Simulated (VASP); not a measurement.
BaPPt: single point with LDA

BaPPt:

```
Ba P Pt
1.0
     6.58717    0.00000    0.00000
     0.00000    6.58717    0.00000
     0.00000    0.00000    6.58717
Ba P Pt
4 4 4
Cartesian
  4.2089 2.3783 5.6719
  2.3783 5.6719 4.2089
  0.9153 0.9153 0.9153
  5.6719 4.2089 2.3783
  3.8511 6.0297 0.5575
  0.5575 3.8511 6.0297
  6.0297 0.5575 3.8511
  2.7361 2.7361 2.7361
  0.9919 2.3017 4.2855
  4.2855 0.9919 2.3017
  5.5953 5.5953 5.5953
  2.3017 4.2855 0.9919
```

```json
{"Program": "VASP 6.6.1", "Task": "single point", "Functional": "LDA", "Potentials or basis": "VASP PAW LDA potentials, release 64 (Ba_sv, P, Pt)", "Cutoff": "520 eV", "k mesh": "4 × 4 × 4", "Occupations": "gaussian, width 0.1 eV", "Spin": "no spin polarisation", "Dipole correction": "no", "Further INCAR settings": "ALGO = Normal; EDIFF = 1e-06; NBANDS = 62"}
```

```json
{
  "Pressure": "-4.5 GPa",
  "Largest force": "0.065 eV/Å",
  "Band gap on the k mesh": "zero (bands 50 and 51 overlap by 0.56 eV)"
}
```

Forces on the atoms (eV/Å):
```
Ba   0.034 -0.034 -0.034
Ba  -0.034 -0.034  0.034
Ba   0.034  0.034  0.034
Ba  -0.034  0.034 -0.034
P    0.037 -0.037  0.037
P    0.037  0.037 -0.037
P   -0.037  0.037  0.037
P   -0.037 -0.037 -0.037
Pt  -0.024  0.024 -0.024
Pt  -0.024 -0.024  0.024
Pt   0.024  0.024  0.024
Pt   0.024 -0.024 -0.024
```

Levels at points of the mesh, in eV from the Fermi level:
```tsv
k point	band 46	band 47	band 48	band 49	band 50	band 51	band 52	band 53	band 54	band 55
(0.00, 0.00, 0.00)	-1.91	-1.91	-1.19	-1.19	-0.19	-0.19	-0.19	1.36	1.48	1.48
(0.50, 0.00, 0.00)	-2.02	-1.77	-1.77	-0.51	-0.51	0.55	0.55	0.72	0.72	1.69
(0.50, 0.50, 0.00)	-1.94	-1.51	-1.51	-0.27	-0.27	0.78	0.78	1.25	1.25	1.46
(0.50, 0.50, 0.50)	-0.60	-0.60	-0.60	-0.55	-0.55	-0.55	-0.55	1.16	1.16	1.16
```

It took 2.2 min on 1 thread of Intel(R) Xeon(R) Platinum 8488C (Sapphire Rapids), on a shared host, peak memory 0.37 GiB.

Caveat: the cell stands under tension; spin-orbit coupling is left out, which moves the levels of the heavy elements.
